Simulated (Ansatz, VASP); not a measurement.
**Two plane-wave programs on Ge**

```xyz
2
Lattice="0.0000 3.1149 2.7589 3.1149 0.0000 2.7589 3.1149 3.1149 0.0000" Properties=species:S:1:pos:R:3 pbc="T T T"
Ge    3.1149    3.1149    2.7589
Ge    4.6724    4.6724    4.1383
```

Alike in both runs: task single point; functional PBE; k mesh 14 × 14 × 14; occupations gaussian, width 0.15 eV; no spin polarisation.

|  | VASP | Ansatz |
| --- | --- | --- |
| version | VASP 6.6.1 | Ansatz 0.2.0 |
| potentials or method | VASP PAW PBE potentials, release 64 (Ge_d), cutoff 520 eV | scalar-relativistic, plane waves, PAW |
| valence electrons in the cell | 28 | 28 |

```tsv
	VASP	Ansatz	Ansatz less VASP
gap on the k mesh at the Fermi level (eV)	none	none	-
pressure (GPa)	-5.1	-5.0	+0.08
traceless stress, the component that is largest in VASP (GPa)	3.78	3.78	-0.004
```

A gap of «none» marks a metal or a gap that the smearing closes.
